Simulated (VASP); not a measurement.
# Rh (Fm-3m) in VASP: a series of runs

The runs below take Rh through single point, relaxation of cell and atoms, with PBEsol.

All numbers are computed with VASP 6.6.1; they aren't measurements. Logs are shortened: lines on timing, memory, paths and dates and some standing lists are left out, and cuts for length are marked.

### 1 The cell of the first run

The structure is cubic, space group Fm-3m (No. 225). Conventional cell: a = 3.780 Å, b = 3.780 Å, c = 3.780 Å, α = 90.00°, β = 90.00°, γ = 90.00°. Within 3.5 Å of Rh (site symmetry m-3m) lie 12 Rh at 2.67 Å.

### 2 Single point, PBEsol

Input file INCAR:

```
SYSTEM = Rh
ALGO = Normal
EDIFF = 1E-6
ENCUT = 500
GGA = PS
GGA_COMPAT = .False.
ISIF = 2
ISMEAR = -1
LASPH = .True.
LCHARG = .False.
LREAL = .False.
LWAVE = .False.
NBANDS = 14
NELM = 120
PREC = Accurate
SIGMA = 0.05
```

Input file KPOINTS:

```
k-points
0
Gamma
  9 9 9
  0 0 0
```

Input file POSCAR:

```
Rh
1.0
    0.0000000000      1.8901438890      1.8901438890
    1.8901438890      0.0000000000      1.8901438890
    1.8901438890      1.8901438890      0.0000000000
Rh
1
Direct
    0.0000000000      0.0000000000      0.0000000000
```

Potentials or basis: VASP PAW PBE potentials, release 64 (Rh_pv).

Launch:

```sh
$ cat potpaw_PBE.64/Rh_pv/POTCAR > POTCAR
$ mpirun -np 1 vasp_std > vasp.out
```

OUTCAR:

```text
SYSTEM = Rh
   EDIFF = 1E-6
   ENCUT = 500
   GGA = PS
   ISIF = 2
   ISMEAR = -1
   LASPH = .True.
   LREAL = .False.
   NELM = 120
   PREC = Accurate

 ion  position               nearest neighbor table
   1  0.000  0.000  0.000-

  LATTYP: Found a face centered cubic cell.
 ALAT       =     3.7802877780

  Lattice vectors:

 A1 = (   0.0000000000,   1.8901438890,   1.8901438890)
 A2 = (   1.8901438890,   0.0000000000,   1.8901438890)
 A3 = (   1.8901438890,   1.8901438890,   0.0000000000)

Analysis of symmetry for initial positions (statically):
=====================================================================
 Subroutine PRICEL returns:
 Original cell was already a primitive cell.

 Routine SETGRP: Setting up the symmetry group for a
 face centered cubic supercell.

 Subroutine GETGRP returns: Found 48 space group operations
 (whereof 48 operations were pure point group operations)
 out of a pool of 48 trial point group operations.

The static configuration has the point symmetry O_h .

Analysis of symmetry for dynamics (positions and initial velocities):
=====================================================================
 Subroutine PRICEL returns:
 Original cell was already a primitive cell.

 Routine SETGRP: Setting up the symmetry group for a
 face centered cubic supercell.

 Subroutine GETGRP returns: Found 48 space group operations
 (whereof 48 operations were pure point group operations)
 out of a pool of 48 trial point group operations.

The dynamic configuration has the point symmetry O_h .

 Subroutine INISYM returns: Found 48 space group operations
 (whereof 48 operations are pure point group operations),
 and found     1 'primitive' translations

----------------------------------------------------------------------------------------

                                     Primitive cell

  volume of cell :      13.5056

  direct lattice vectors                    reciprocal lattice vectors
     0.000000000  1.890143889  1.890143889    -0.264530125  0.264530125  0.264530125
     1.890143889  0.000000000  1.890143889     0.264530125 -0.264530125  0.264530125
     1.890143889  1.890143889  0.000000000     0.264530125  0.264530125 -0.264530125

  length of vectors
     2.673067123  2.673067123  2.673067123     0.458179617  0.458179617  0.458179617

  position of ions in fractional coordinates (direct lattice)
     0.000000000  0.000000000  0.000000000

  ion indices of the primitive-cell ions
   primitive index   ion index
                 1           1

----------------------------------------------------------------------------------------

 KPOINTS: k-points

Automatic generation of k-mesh.
 Grid dimensions read from file:
 generate k-points for:    9    9    9

 Generating k-lattice:

  Cartesian coordinates                     Fractional coordinates (reciprocal lattice)
    -0.029392236  0.029392236  0.029392236     0.111111111  0.000000000  0.000000000
     0.029392236 -0.029392236  0.029392236     0.000000000  0.111111111  0.000000000
     0.029392236  0.029392236 -0.029392236     0.000000000  0.000000000  0.111111111

  Length of vectors
     0.050908846  0.050908846  0.050908846

  Shift w.r.t. Gamma in fractional coordinates (k-lattice)
     0.000000000  0.000000000  0.000000000

 Subroutine IBZKPT returns following result:
 ===========================================

 Found     35 irreducible k-points:

 Following reciprocal coordinates:
            Coordinates               Weight
  0.000000  0.000000  0.000000      1.000000
  0.111111  0.000000  0.000000      8.000000
  0.222222  0.000000  0.000000      8.000000
  0.333333  0.000000  0.000000      8.000000
  0.444444  0.000000  0.000000      8.000000
  0.111111  0.111111  0.000000      6.000000
[... 16 lines left out ...]
 -0.333333  0.333333  0.000000     12.000000
  0.444444  0.444444  0.000000      6.000000
 [... further k-points ...]
   k-points           NKPTS =     35   k-points in BZ     NKDIM =     35   number of bands    NBANDS=     14
   number of dos      NEDOS =    301   number of ions     NIONS =      1
   total plane-waves  NPLWV =   8000
   dimension x,y,z NGX =    20 NGY =   20 NGZ =   20
   dimension x,y,z NGXF=    40 NGYF=   40 NGZF=   40
   ions per type =               1
   NGX,Y,Z   is equivalent  to a cutoff of  12.44, 12.44, 12.44 a.u.
   NGXF,Y,Z  is equivalent  to a cutoff of  24.88, 24.88, 24.88 a.u.
 SYSTEM =  Rh
   PREC   = accura    normal or accurate (medium, high low for compatibility)
   ISTART =      0    job   : 0-new  1-cont  2-samecut
   ICHARG =      2    charge: 1-file 2-atom 10-const
   ISPIN  =      1    spin polarized calculation?
   LNONCOLLINEAR =      F non collinear calculations
   LSORBIT =      F    spin-orbit coupling
   LASPH  =      T    aspherical Exc in radial PAW
   ENCUT  =  500.0 eV  36.75 Ry    6.06 a.u.   4.87  4.87  4.87*2*pi/ulx,y,z
   NELM   =    120;   NELMIN=  2; NELMDL= -5     # of ELM steps
   EDIFF  = 0.1E-05   stopping-criterion for ELM
   LREAL  =      F    real-space projection
   EDIFFG = 0.1E-04   stopping-criterion for IOM
   NSW    =      0    number of steps for IOM
   IBRION =     -1    ionic relax: 0-MD 1-quasi-New 2-CG
   NFREE  =      0    steps in history (QN), initial steepest desc. (CG)
   ISIF   =      2    stress and relaxation
   ISYM   =      2    0-nonsym 1-usesym 2-fastsym
   POTIM  = 0.5000    time-step for ionic-motion
   TEBEG  =    0.0;   TEEND  =   0.0 temperature during run
   PSTRESS=    0.0 pullay stress
   NELECT =      15.0000    total number of electrons
   NUPDOWN=      -1.0000    fix difference up-down
   EMIN   =  10.00;   EMAX   =-10.00  energy-range for DOS
   EFERMI =   0.00;   METHOD = LEGACY
   ISMEAR =    -1;   SIGMA  =   0.05  broadening in eV -4-tet -1-fermi 0-gaus
   EFERMI_NEDOS =   21; number of points for ismear=-14 and -15
   IALGO  =     38    algorithm
   IMIX   =      4    mixing-type and parameters
     AMIX     =   0.40;   BMIX     =  1.00
     AMIX_MAG =   1.60;   BMIX_MAG =  1.00
  volume/ion in A,a.u.               =      13.51        91.14
  Fermi-wavevector in a.u.,A,eV,Ry     =   1.695380  3.203804 39.107407  2.874313
  Thomas-Fermi vector in A             =   2.776434
   LORBIT       =      0    0 simple, 1 ext, 2 COOP (PROOUT), +10 PAW based schemes
   GGA     = PS    functional components
   LHFCALC =     F    Hartree Fock is set to
   AEXX    =    0.0000 exact exchange contribution
   IVDW    =     0    specifies the selected vdW correction
   LEPSILON=     F    determine dielectric tensor
   LRPA    =     F    only Hartree local field effects (RPA)
 non-spin polarized calculation
  energy-cutoff  :      500.00
  volume of cell :       13.51
 maximum number of plane-waves:       349
   NGX =  9   NGY =  9   NGZ =  9

 number of electron      15.0000007 magnetization

 Free energy of the ion-electron system (eV)
  ---------------------------------------------------
  ext. energy  EPLUGINS =         0.00000000
  ---------------------------------------------------
  free energy    TOTEN  =        -8.13623065 eV

  energy without entropy =       -8.12759965  energy(sigma->0) =       -8.13191515

 E-fermi :  12.0113     XC(G=0): -14.3354

 val. band max:       11.9268132981   @ k =   0.3333   0.2222   0.0000
 cond. band min:      12.0170576437   @ k =  -0.3333   0.3333   0.0000
 fundamental gap:      0.0902443455
 Fermi energy:        12.0113198752

 k-point     1 :       0.0000    0.0000    0.0000
  band No.  band energies     occupation
      1     -34.2938      2.00000
      2     -34.2938      2.00000
      3     -34.2938      2.00000
      4       3.8988      2.00000
      5       8.8999      2.00000
      6       8.8999      2.00000
      7       8.8999      2.00000
      8      11.0602      2.00000
      9      11.0602      2.00000
     10      28.0161      0.00000
     11      32.3669      0.00000
     12      33.5524      0.00000
     13      33.5524      0.00000
     14      33.5524      0.00000

 k-point     2 :       0.1111    0.0000    0.0000
  band No.  band energies     occupation
      1     -34.3885      2.00000
      2     -34.3066      2.00000
      3     -34.3066      2.00000
      4       4.3903      2.00000
      5       8.6975      2.00000
      6       9.0818      2.00000
      7       9.0818      2.00000
      8      10.9687      2.00000
      9      10.9687      2.00000
     10      28.7109      0.00000
     11      31.3870      0.00000
     12      32.3712      0.00000
     13      34.2878      0.00000
     14      34.2878      0.00000

 k-point     3 :       0.2222    0.0000    0.0000
  band No.  band energies     occupation
      1     -34.6244      2.00000
      2     -34.3387      2.00000
      3     -34.3387      2.00000
      4       5.4983      2.00000
      5       8.5938      2.00000
      6       9.2908      2.00000
      7       9.2908      2.00000
      8      11.0826      2.00000
      9      11.0826      2.00000
     10      28.0903      0.00000
     11      29.7256      0.00000
     12      32.3691      0.00000
     13      36.1750      0.00000
     14      36.1750      0.00000

 k-point     4 :       0.3333    0.0000    0.0000
  band No.  band energies     occupation
      1     -34.8862      2.00000
      2     -34.3750      2.00000
      3     -34.3750      2.00000
      4       5.9377      2.00000
      5       9.0872      2.00000
      6       9.0872      2.00000
      7       9.9919      2.00000
      8      11.8370      1.94056
      9      11.8370      1.94056
     10      24.6145      0.00000
     11      28.7749      0.00000
     12      32.3695      0.00000
     13      35.8112      0.00000
     14      35.8112      0.00000

 k-point     5 :       0.4444    0.0000    0.0000
  band No.  band energies     occupation
      1     -35.0536      2.00000
      2     -34.3985      2.00000
      3     -34.3985      2.00000
      4       5.7992      2.00000
      5       8.8529      2.00000
      6       8.8529      2.00000
      7      12.2478      0.01749
      8      12.5624      0.00003
      9      12.5624      0.00003
     10      21.4437      0.00000
     11      27.6667      0.00000
[... 276 lines left out ...]
 k-point    22 :      -0.4444    0.3333    0.0000
  band No.  band energies     occupation
      1     -34.9350      2.00000
      2     -34.6928      2.00000
      3     -34.5262      2.00000
      4       6.3110      2.00000
      5       7.0009      2.00000
      6      10.1245      2.00000
      7      11.3212      2.00000
      8      12.7103      0.00000
      9      18.3723      0.00000
     10      21.7193      0.00000
     11      25.3383      0.00000
     12      28.2967      0.00000
     13      32.3631      0.00000
     14      33.5885      0.00000

 k-point    23 :      -0.3333    0.3333    0.0000
  band No.  band energies     occupation
      1     -34.8237      2.00000
      2     -34.8190      2.00000
      3     -34.4830      2.00000
      4       6.8586      2.00000
      5       7.8203      2.00000
      6       9.0592      2.00000
      7      10.7947      2.00000
      8      12.0171      0.94269
      9      18.7708      0.00000
     10      22.1097      0.00000
     11      24.2265      0.00000
     12      30.7434      0.00000
     13      32.2790      0.00000
     14      32.4279      0.00000

 k-point    24 :       0.4444    0.4444    0.0000
  band No.  band energies     occupation
      1     -35.0095      2.00000
      2     -34.5720      2.00000
      3     -34.5720      2.00000
      4       5.6495      2.00000
      5       6.0160      2.00000
      6      12.5924      0.00002
      7      12.9013      0.00000
      8      12.9013      0.00000
      9      14.6334      0.00000
     10      25.3184      0.00000
     11      25.8020      0.00000
     12      25.8020      0.00000
     13      32.3538      0.00000
     14      35.2161      0.00000

 [... further k-points ...]

------------------------ aborting loop because EDIFF is reached ----------------------------------------

  FORCE on cell =-STRESS in cart. coord.  units (eV):
  Direction    XX          YY          ZZ          XY          YZ          ZX
  --------------------------------------------------------------------------------------
  -------------------------------------------------------------------------------------
  Total       -0.0013850     -0.0013850     -0.0013850      0.0000000     -0.0000000      0.0000000
  in kB       -0.1643035     -0.1643035     -0.1643035      0.0000000     -0.0000000      0.0000000
  external PRESSURE =      -0.1643035 kB  Pullay stress =       0.0000000 kB

 VOLUME and BASIS-vectors are now :
 -----------------------------------------------------------------------------
  energy-cutoff  :      500.00
  volume of cell :       13.51
      direct lattice vectors                 reciprocal lattice vectors
     0.000000000  1.890143889  1.890143889    -0.264530125  0.264530125  0.264530125
     1.890143889  0.000000000  1.890143889     0.264530125 -0.264530125  0.264530125
     1.890143889  1.890143889  0.000000000     0.264530125  0.264530125 -0.264530125

 POSITION                                       TOTAL-FORCE (eV/Angst)
 -----------------------------------------------------------------------------------
      0.00000      0.00000      0.00000        -0.000000     -0.000000     -0.000000
 -----------------------------------------------------------------------------------
    total drift:                                0.000000      0.000000      0.000000

  FREE ENERGIE OF THE ION-ELECTRON SYSTEM (eV)
  ---------------------------------------------------
  free  energy   TOTEN  =        -8.1362306471 eV

  energy  without entropy=       -8.1275996491  energy(sigma->0) =       -8.13191515
```

Wall time 3.3 s (1 thread of Intel Xeon 6975P-C (Granite Rapids), shared host); peak memory 0.12 GiB.

Results:

```
Free energy            : -8.1362 eV
Pressure               : 0.0 GPa
Band gap on the k mesh : zero (an odd number of electrons rules out a gap without spin polarisation)
```

Levels at points of the mesh, in eV from the Fermi level:
| k point | band 5 | band 6 | band 7 | band 8 | band 9 | band 10 | band 11 | band 12 |
| --- | --- | --- | --- | --- | --- | --- | --- | --- |
| (0.00, 0.00, 0.00) | -3.11 | -3.11 | -3.11 | -0.95 | -0.95 | 16.00 | 20.36 | 21.54 |

Caveat: the PAW data sets were made with another functional, which shifts forces and pressure a little.

(Continued in part 2 of 2.)
